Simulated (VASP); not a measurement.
# Ge: single point with PBE

Crystal: Ge.

```
Ge
1.0
     3.99762    0.00000    0.00000
    -1.99881    3.46204    0.00000
     0.00000    0.00000    6.61787
Ge
4
Direct
  0.33333 0.66667 0.00057
  0.66667 0.33333 0.50057
  0.33333 0.66667 0.37443
  0.66667 0.33333 0.87443
```

This cell differs from its parent crystal: uniaxial z strain +0.4%.

* Program: VASP 6.6.1
* Task: single point
* Functional: PBE
* Potentials or basis: VASP PAW PBE potentials, release 64 (Ge_d)
* Cutoff: 520 eV
* k mesh: 12 × 12 × 4
* Occupations: fermi-dirac, width 0.02 eV
* Spin: no spin polarisation

* Pressure: 2.6 GPa
* Largest force: 0.016 eV/Å
* Band gap on the k mesh: 0.16 eV

Forces in eV/Å, atoms in the order of the input:
```
Ge   0.000  0.000  0.016
Ge   0.000  0.000  0.016
Ge   0.000  0.000 -0.016
Ge   0.000  0.000 -0.016
```

Stress tensor (GPa, compression positive):
```
2.77 0.00 0.00
0.00 2.77 0.00
0.00 0.00 2.29
```

Levels at points of the mesh, in eV from the valence-band top:
| k point | band 25 | band 26 | band 27 | band 28 | band 29 | band 30 | band 31 | band 32 |
| --- | --- | --- | --- | --- | --- | --- | --- | --- |
| (0.00, 0.00, 0.00) | -1.42 | -0.13 | -0.01 | 0.00 | 0.16 | 0.16 | 2.32 | 2.32 |
| (0.50, 0.00, 0.00) | -4.52 | -3.00 | -2.76 | -1.40 | 0.60 | 1.68 | 3.60 | 3.75 |
| (0.00, 0.00, 0.50) | -0.80 | -0.80 | -0.80 | -0.80 | 0.75 | 0.75 | 3.42 | 3.42 |
| (0.50, 0.00, 0.50) | -2.51 | -2.51 | -2.35 | -2.35 | 0.57 | 0.57 | 2.16 | 2.16 |

It took 110 s on 1 thread of Intel(R) Xeon(R) Platinum 8488C (Sapphire Rapids) (shared host), peak memory 0.28 GiB.

Caveat: the cell differs from its parent crystal (uniaxial z strain +0.4%). A k mesh can miss the band edges.
